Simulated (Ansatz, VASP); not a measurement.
## Pd in VASP and in Ansatz

INCAR

```
SYSTEM = Pd
PREC     = Accurate       ! precision mode
ENCUT    = 600            ! plane-wave cutoff, eV
EDIFF    = 1E-6           ! SCF threshold, eV
ISMEAR   = 0              ! smearing method
SIGMA    = 0.1            ! smearing width, eV
LREAL    = .False.        ! projectors in reciprocal space
LASPH    = .True.         ! aspherical terms in the spheres
NELM     = 80             ! most SCF steps
ALGO     = Fast           ! electronic algorithm
ISIF     = 3              ! what is computed and relaxed
LWAVE    = .False.        ! write WAVECAR
LCHARG   = .False.        ! write CHGCAR
GGA      = PS             ! functional
IBRION   = 2              ! ionic algorithm
NSW      = 90             ! ionic steps
EDIFFG   = -0.04          ! ionic threshold
```

Contents of KPOINTS:

```
regular mesh
0
Gamma
  9 9 8
  0 0 0
```

The input POSCAR:

```
Pd
1.0
    2.6625735786      0.0000000000      0.0000000000
   -1.3312867893      2.3058563585      0.0000000000
    0.0000000000      0.0000000000      2.4878421875
Pd
1
Direct
    0.0000000000      0.0000000000      0.0000000000
```

Input for Ansatz:

```yaml
crystal:
  lattice:
    - [2.6625735786, 0.0, 0.0]
    - [-1.3312867893, 2.3058563585, 0.0]
    - [0.0, 0.0, 2.4878421875]
  atoms:
    - { symbol: Pd, position: [0.0, 0.0, 0.0] }
basis:
  ecutwfc: 420
kpoints:
  mp_grid: { grid: [9, 9, 8] }
hamiltonian:
  xc: pbesol
scf:
  occupations: { method: gaussian, width: 0.1 }
  lower_state_search: "off"
output:
  forces: true
  stress: true
  eigenvalues: true
relax:
  adjacent_minimum: "off"
  f_tol: 0.04
  max_steps: 70
  cell: { stress_tol: 0.4 }
```

Alike in both runs: task relaxation of cell and atoms; functional PBEsol; k mesh 9 × 9 × 8; occupations gaussian, width 0.1 eV; no spin polarisation.

|  | VASP | Ansatz |
| --- | --- | --- |
| version | VASP 6.6.1 | Ansatz 0.2.0 |
| potentials or method | VASP PAW PBE potentials, release 64 (Pd), cutoff 600 eV | scalar-relativistic, plane waves, PAW |
| valence electrons in the cell | 10 | 18 |

VASP gave:

```
gap on the k mesh at the Fermi level, each at its own relaxed structure (eV)  : none
relaxed volume (Å³/atom)                                                      : 15.70
relaxed length of the cell vector where the two differ most in proportion (Å) : 2.593
```

**Question.** What did Ansatz give for the same quantities?

**Answer.** gap on the k mesh at the Fermi level, each at its own relaxed structure (eV): none; relaxed volume (Å³/atom): 15.76; relaxed length of the cell vector where the two differ most in proportion (Å): 2.598.

VASP's potentials were made for PBE, not for PBEsol. A gap of «none» marks a metal or a gap that the smearing closes. VASP's potentials hold 10 valence electrons a cell and Ansatz's 18, so a difference there can come from the potentials and not from the codes.
